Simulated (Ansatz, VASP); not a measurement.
## Two plane-wave programs on MgO

```xyz
2
Lattice="0.0000 2.1428 2.1428 2.1428 0.0000 2.1428 2.1428 2.1428 0.0000" Properties=species:S:1:pos:R:3 pbc="T T T"
Mg    0.0000    0.0000    0.1082
O     2.1428    2.1428    1.9785
```

Change from the starting cell: mode 6 frozen in at -0.162 Å, equal normal strain along x, y and z +0.0167.

Alike in both runs: task single point; functional PBEsol; k mesh 10 × 10 × 10; occupations gaussian, width 0.05 eV; no spin polarisation.

|  | VASP | Ansatz |
| --- | --- | --- |
| version | VASP 6.6.1 | Ansatz 0.2.0 |
| potentials or method | VASP PAW PBE potentials, release 64 (Mg, O), cutoff 520 eV | scalar-relativistic, plane waves, PAW |
| valence electrons in the cell | 8 | 16 |

```tsv
	VASP	Ansatz	Ansatz less VASP
gap on the k mesh at the Fermi level (eV)	4.14	4.15	+0.006
least direct gap on the mesh (eV)	4.14	4.15	+0.006
pressure (GPa)	-1.0	-0.5	+0.45
traceless stress, the component that is largest in VASP (GPa)	15.61	15.29	-0.313
rms of the force components (eV/Å)	1.070	1.054	-0.0160
```

VASP's potentials were made for PBE, not for PBEsol, and Ansatz warns of the same on its side. Atom by atom the forces differ by 0.016 eV/Å (rms over components). VASP's potentials hold 8 valence electrons a cell and Ansatz's 16, so a difference there can come from the potentials and not from the codes.
